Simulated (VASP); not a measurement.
La2ScN3, 6 atoms in the cell. The typed cell holds 6 atoms: a = 6.200 Å, b = 6.200 Å, c = 3.495 Å, α = 106.36°, β = 106.36°, γ = 47.13°. 

| Item | Value |
| --- | --- |
| Program | VASP 6.6.1 |
| Task | single point |
| Functional | PBEsol |
| Potentials or basis | VASP PAW PBE potentials, release 64 (La, Sc_sv, N) |
| Cutoff | 520 eV |
| k mesh | 6 × 6 × 6 |
| Occupations | fermi-dirac, width 0.03 eV |
| Spin | no spin polarisation |
| Dipole correction | no |
| Further INCAR settings | ALGO = Normal; EDIFF = 1e-06; NBANDS = 33 |

Potentials or basis: VASP PAW PBE potentials, release 64 (La, Sc_sv, N).

The run is started by

```bash
$ cat potpaw_PBE.64/La/POTCAR potpaw_PBE.64/Sc_sv/POTCAR potpaw_PBE.64/N/POTCAR > POTCAR
$ mpirun -np 1 vasp_std > vasp.out
```

Hardware: 1 thread of Intel(R) Xeon(R) Platinum 8259CL CPU @ 2.50GHz (Skylake/Cascade Lake), on a shared host.

**Question.** How long does it take, and how much memory?

**Answer.** It took 10 min on 1 thread of Intel(R) Xeon(R) Platinum 8259CL CPU @ 2.50GHz (Skylake/Cascade Lake), on a shared host, peak memory 0.39 GiB. Counts: scf iterations 18, k points 68.
